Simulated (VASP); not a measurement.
Write the native input for VASP 6.6.1 that does the following.

```
Task                   : relaxation of cell and atoms
Functional             : revPBE
Potentials or basis    : VASP PAW PBE potentials, release 64 (Cu)
Cutoff                 : 600 eV
k mesh                 : 12 × 12 × 7
Occupations            : fermi-dirac, width 0.05 eV
Spin                   : no spin polarisation
Dipole correction      : no
Further INCAR settings : ALGO = Normal; EDIFF = 1e-06; IBRION = 2; EDIFFG = -0.01; NSW = 60; ISIF = 3
```

The structure of Cu lies in POSCAR:

```
Cu
1.0
    2.5340966698      0.0000000000      0.0000000000
   -1.2670483349      2.1945920917      0.0000000000
    0.0000000000      0.0000000000      4.1125710000
Cu
2
Direct
    0.6666666667      0.3333333333      0.7500000000
    0.3333333333      0.6666666667      0.2500000000
```

These files were run (other wordings do the same):

INCAR

```
  ALGO = Normal
  EDIFF = 1E-6
  EDIFFG = -0.01
  ENCUT = 600
  GGA = RE
  IBRION = 2
  ISIF = 3
  ISMEAR = -1
  LASPH = True
  LCHARG = False
  LREAL = False
  LWAVE = False
  NELM = 60
  NSW = 60
  PREC = Accurate
  SIGMA = 0.05
```

KPOINTS

```
k-points
0
Gamma
  12 12 7
```

Potentials or basis: VASP PAW PBE potentials, release 64 (Cu).

The run is started by

```sh
$ cat potpaw_PBE.64/Cu/POTCAR > POTCAR
$ mpirun -np 1 vasp_std > vasp.out
```

Results of the run:

```yaml
Relaxed_volume: 12.36 Å³/atom
Relaxed_cell: a = 2.601 Å, b = 2.601 Å, c = 4.220 Å, α = 90.00°, β = 90.00°, γ = 120.00°
Space_group_after_relaxing_to_0.05_Å: P6_3/mmc (No. 194)
Energy_gained_by_relaxing: 31.3 meV/atom
Ionic_steps: 6
Pressure_after_relaxing: 0.0 GPa
Band_gap_on_the_k_mesh: zero (band 11 reaches 11.01 eV, above the bottom of band 12 at 5.33 eV)
```

Caveat: the PAW data sets were made with another functional, which shifts forces and pressure a little.

Run time: 54 s on 1 thread of AMD EPYC 9R45 96-Core Processor (Zen 5), on a shared host, peak memory 0.13 GiB.
